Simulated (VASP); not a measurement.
# Ti (P6_3/mmc) in VASP: notebook, part 2 of 2

VASP 6.6.1. Earlier steps stand in the parts before.

## (4) Single point, PBE (biaxial strain in the a-b plane: -3.0 %, then relaxed in part)

The input, INCAR:

```
PREC = Accurate
ENCUT = 520
EDIFF = 1E-6
ISMEAR = 0
SIGMA = 0.1
LREAL = F
LASPH = T
NELM = 80
ALGO = Fast
ISIF = 2
LWAVE = F
LCHARG = T
GGA = PE
LELF = T
LVHAR = T
NBANDS = 19
```

The input, KPOINTS:

```
regular mesh
0
Gamma
  24 24 12
```

The input, POSCAR:

```
Ti
1.0
    2.8503043195      0.0000000000      0.0000000000
   -1.4251521597      2.4684359492      0.0000000000
    0.0000000000      0.0000000000      4.7701577328
Ti
2
Direct
    0.3333333333      0.6666666667      0.2500000000
    0.6666666667      0.3333333333      0.7500000000
```

Potentials or basis: VASP PAW PBE potentials, release 64 (Ti_sv).

Command:

```bash
> cat potpaw_PBE.64/Ti_sv/POTCAR > POTCAR
> mpirun -np 1 vasp_std > vasp.out
```

OUTCAR:

```text
PREC = Accurate
   ENCUT = 520
   EDIFF = 1E-6
   ISMEAR = 0
   LREAL = F
   LASPH = T
   NELM = 80
   ISIF = 2
   GGA = PE

 ion  position               nearest neighbor table
   1  0.333  0.667  0.250-   2 2.90   2 2.90   2 2.90   2 2.90   2 2.90   2 2.90
   2  0.667  0.333  0.750-   1 2.90   1 2.90   1 2.90   1 2.90   1 2.90   1 2.90

  LATTYP: Found a hexagonal cell.
 ALAT       =     2.8503043195
 C/A-ratio  =     1.6735608546

  Lattice vectors:

 A1 = (   2.8503043195,   0.0000000000,   0.0000000000)
 A2 = (  -1.4251521597,   2.4684359492,   0.0000000000)
 A3 = (   0.0000000000,   0.0000000000,   4.7701577328)

Analysis of symmetry for initial positions (statically):
=====================================================================
 Subroutine PRICEL returns:
 Original cell was already a primitive cell.

 Routine SETGRP: Setting up the symmetry group for a
 hexagonal supercell.

 Subroutine GETGRP returns: Found 24 space group operations
 (whereof 12 operations were pure point group operations)
 out of a pool of 24 trial point group operations.

The static configuration has the point symmetry D_3d.
 The point group associated with its full space group is D_6h.

Analysis of symmetry for dynamics (positions and initial velocities):
=====================================================================
 Subroutine PRICEL returns:
 Original cell was already a primitive cell.

 Routine SETGRP: Setting up the symmetry group for a
 hexagonal supercell.

 Subroutine GETGRP returns: Found 24 space group operations
 (whereof 12 operations were pure point group operations)
 out of a pool of 24 trial point group operations.

The dynamic configuration has the point symmetry D_3d.
 The point group associated with its full space group is D_6h.

 Subroutine INISYM returns: Found 24 space group operations
 (whereof 12 operations are pure point group operations),
 and found     1 'primitive' translations
[... 105 lines left out ...]
   PSTRESS=    0.0 pullay stress
   NELECT =      24.0000    total number of electrons
   NUPDOWN=      -1.0000    fix difference up-down
   EMIN   =  10.00;   EMAX   =-10.00  energy-range for DOS
   EFERMI =   0.00;   METHOD = LEGACY
   ISMEAR =     0;   SIGMA  =   0.10  broadening in eV -4-tet -1-fermi 0-gaus
   EFERMI_NEDOS =   21; number of points for ismear=-14 and -15
   IALGO  =     68    algorithm
   IMIX   =      4    mixing-type and parameters
     AMIX     =   0.40;   BMIX     =  1.00
     AMIX_MAG =   1.60;   BMIX_MAG =  1.00
  volume/ion in A,a.u.               =      16.78       113.24
  Fermi-wavevector in a.u.,A,eV,Ry     =   1.463963  2.766488 29.159821  2.143186
  Thomas-Fermi vector in A             =   2.579995
   LORBIT       =      0    0 simple, 1 ext, 2 COOP (PROOUT), +10 PAW based schemes
   GGA     = PE    functional components
   LHFCALC =     F    Hartree Fock is set to
   AEXX    =    0.0000 exact exchange contribution
   IVDW    =     0    specifies the selected vdW correction
   LEPSILON=     F    determine dielectric tensor
   LRPA    =     F    only Hartree local field effects (RPA)
 non-spin polarized calculation
 RMM-DIIS sequential band-by-band and
 Gauss-broadening in eV      SIGMA  =   0.10
  energy-cutoff  :      520.00
  volume of cell :       33.56
 maximum number of plane-waves:       920
 NGX is ok and might be reduce to    24
   NGX = 11   NGY = 11   NGZ = 17

 number of electron      23.9999999 magnetization

 Free energy of the ion-electron system (eV)
  ---------------------------------------------------
  ext. energy  EPLUGINS =         0.00000000
  ---------------------------------------------------
  free energy    TOTEN  =       -15.63842375 eV

  energy without entropy =      -15.62872083  energy(sigma->0) =      -15.63357229

 E-fermi :   8.6943     XC(G=0): -11.6595

 val. band max:        8.6910684576   @ k =   0.2083   0.0000   0.3333
 cond. band min:       8.6947823272   @ k =   0.0417   0.0000   0.4167
 fundamental gap:      0.0037138696
 Fermi energy:         8.6942947791

 k-point     1 :       0.0000    0.0000    0.0000
  band No.  band energies     occupation
      1     -48.0812      2.00000
      2     -47.9538      2.00000
      3     -24.6617      2.00000
      4     -23.9578      2.00000
      5     -23.9487      2.00000
      6     -23.9487      2.00000
[... 505 lines left out ...]
      6     -24.1263      2.00000
[... 11 lines left out ...]
     18      12.4791      0.00000
     19      13.2521      0.00000

 [... further k-points ...]
[... 5 lines left out ...]
  --------------------------------------------------------------------------------------
  -------------------------------------------------------------------------------------
  Total        1.2418410      1.2418410     -0.0834393      0.0000000     -0.0000000      0.0000000
  in kB       59.2830780     59.2830780     -3.9832283      0.0000000     -0.0000000      0.0000000
  external PRESSURE =      38.1943092 kB  Pullay stress =       0.0000000 kB

 VOLUME and BASIS-vectors are now :
 -----------------------------------------------------------------------------
  energy-cutoff  :      520.00
  volume of cell :       33.56
      direct lattice vectors                 reciprocal lattice vectors
     2.850304320  0.000000000  0.000000000     0.350839731  0.202557413  0.000000000
    -1.425152160  2.468435949  0.000000000     0.000000000  0.405114826  0.000000000
     0.000000000  0.000000000  4.770157733     0.000000000  0.000000000  0.209636674

 POSITION                                       TOTAL-FORCE (eV/Angst)
 -----------------------------------------------------------------------------------
     -0.00000      1.64562      1.19254        -0.000000      0.000000      0.000000
      1.42515      0.82281      3.57762         0.000000      0.000000      0.000000
 -----------------------------------------------------------------------------------
    total drift:                               -0.000000      0.000000     -0.000000

  FREE ENERGIE OF THE ION-ELECTRON SYSTEM (eV)
  ---------------------------------------------------
  free  energy   TOTEN  =       -15.6384237468 eV

  energy  without entropy=      -15.6287208256  energy(sigma->0) =      -15.63357229
```

OSZICAR:

```text
N       E                     dE             d eps       ncg     rms          rms(c)
DAV:   1     0.263469145178E+03    0.26347E+03   -0.13054E+04 16266   0.159E+03
DAV:   2     0.127293819186E+02   -0.25074E+03   -0.24669E+03 16683   0.443E+02
DAV:   3    -0.162279429081E+02   -0.28957E+02   -0.28612E+02 29880   0.124E+02
[... 29 lines left out ...]
RMM:  33    -0.156384195338E+02   -0.19137E-05   -0.22558E-05 16566   0.166E-02    0.159E-03
RMM:  34    -0.156384208457E+02   -0.13119E-05   -0.16066E-05 16200   0.153E-02    0.227E-03
RMM:  35    -0.156384220807E+02   -0.12350E-05   -0.14855E-05 15391   0.139E-02    0.290E-03
RMM:  36    -0.156384229792E+02   -0.89848E-06   -0.11067E-05 15044   0.128E-02    0.349E-03
RMM:  37    -0.156384237468E+02   -0.76757E-06   -0.95816E-06 15044   0.120E-02
   1 F= -.15638424E+02 E0= -.15633572E+02  d E =-.970292E-02
```

stdout:

```text
POSCAR found type information on POSCAR Ti
 POSCAR found :  1 types and       2 ions
 scaLAPACK will be used
 LDA part: xc-table for (Slater+PW92), standard interpolation
 POSCAR, INCAR and KPOINTS ok, starting setup
 FFT: planning ... GRIDC
 FFT: planning ... GRID_SOFT
 FFT: planning ... GRID
 WAVECAR not read
 entering main loop
WARNING in EDDRMM: call to ZHEGV failed, returncode =   6  3     16
WARNING in EDDRMM: call to ZHEGV failed, returncode =   8  4      4
WARNING in EDDRMM: call to ZHEGV failed, returncode =   6  3      3
WARNING in EDDRMM: call to ZHEGV failed, returncode =   6  3      5
WARNING in EDDRMM: call to ZHEGV failed, returncode =   8  4     15
WARNING in EDDRMM: call to ZHEGV failed, returncode =   8  4     19
WARNING in EDDRMM: call to ZHEGV failed, returncode =   6  3     14
WARNING in EDDRMM: call to ZHEGV failed, returncode =   8  4     13
WARNING in EDDRMM: call to ZHEGV failed, returncode =   6  3     17
WARNING in EDDRMM: call to ZHEGV failed, returncode =   8  4     14
[... 7 lines left out ...]
WARNING in EDDRMM: call to ZHEGV failed, returncode =   8  4      8
WARNING in EDDRMM: call to ZHEGV failed, returncode =   8  4      9
WARNING in EDDRMM: call to ZHEGV failed, returncode =   6  3      4
WARNING in EDDRMM: call to ZHEGV failed, returncode =   6  3     10
WARNING in EDDRMM: call to ZHEGV failed, returncode =   6  3      5
WARNING in EDDRMM: call to ZHEGV failed, returncode =   8  4      7
WARNING in EDDRMM: call to ZHEGV failed, returncode =   8  4      5
WARNING in EDDRMM: call to ZHEGV failed, returncode =   8  4      5
WARNING in EDDRMM: call to ZHEGV failed, returncode =   6  3     10
WARNING in EDDRMM: call to ZHEGV failed, returncode =   6  3     18
```

Run time: 5.7 min. Hardware: 1 thread of AMD EPYC 9R45 (Zen 5), shared host; peak memory 0.3 GiB.

What came out:

```yaml
Free_energy: -15.6384 eV
Pressure: 3.8 GPa
Band_gap_on_the_k_mesh: zero (bands 12 and 13 overlap by 0.89 eV)
```

Caveat: the cell differs from its parent crystal (biaxial strain in the a-b plane: -3.0 %, then relaxed in part); the cell stands under pressure.

## (5) Summary

```tsv
task	cell	k mesh	cutoff (eV)	gap on the mesh (eV)	pressure (GPa)
relaxation of cell and atoms	relaxed from a = 2.950, b = 2.950, c = 4.686 Å, angles 90.0, 90.0, 120.0°, 2 atoms	18 × 18 × 10	600	none	0.0
single point	a = 2.850, b = 2.850, c = 4.734 Å, angles 90.0, 90.0, 120.0°, 2 atoms	24 × 24 × 12	520	none	4.8
single point	a = 2.850, b = 2.850, c = 4.770 Å, angles 90.0, 90.0, 120.0°, 2 atoms	24 × 24 × 12	520	none	3.8
```

Alike in all rows: level PBE; potentials or basis VASP PAW PBE potentials, release 64 (Ti_sv); no spin polarisation; smearing gaussian 0.1 eV.

Caveats: the cell stands under pressure (at least some runs).

Total energies depend on the potentials used, so only differences within one code and one set of settings carry meaning.
